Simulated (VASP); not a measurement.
Runs of VASP 6.6.1 on Ba. The structure is that of space group P4/mmm (No. 123), or close to it. The cells are those of the table. 

| cell | gap on the mesh (eV) | pressure (GPa) |
| --- | --- | --- |
| a = 3.604, b = 3.604, c = 3.918 Å, 1 atom | none | (b) |
| a = 3.604, b = 3.604, c = 4.231 Å, 1 atom | none | 1.3 |
| a = 3.918, b = 3.918, c = 3.604 Å, 1 atom | none | 1.0 |
| a = 3.918, b = 3.918, c = 4.231 Å, 1 atom | none | (a) |
| a = 4.231, b = 4.231, c = 3.918 Å, 1 atom | none | -0.8 |
| a = 4.231, b = 4.231, c = 3.604 Å, 1 atom | none | -0.2 |

Alike in all rows: task single point; level r2SCAN; potentials or basis VASP PAW PBE potentials, release 64 (Ba_sv); no spin polarisation; k mesh 12 × 12 × 12; cutoff (eV) 520; smearing gaussian 0.15 eV.

**Question.** Fill in the values left out.

**Answer.** (a) -0.4; (b) 2.1.

Caveats: the PAW data sets were made with another functional, which shifts forces and pressure a little; spin-orbit coupling is left out, which moves the levels of the heavy elements.

A k mesh can miss the band edges, and the runs leave out spin-orbit coupling on Ba.

A gap of «none» marks levels without a gap at the run's occupations.
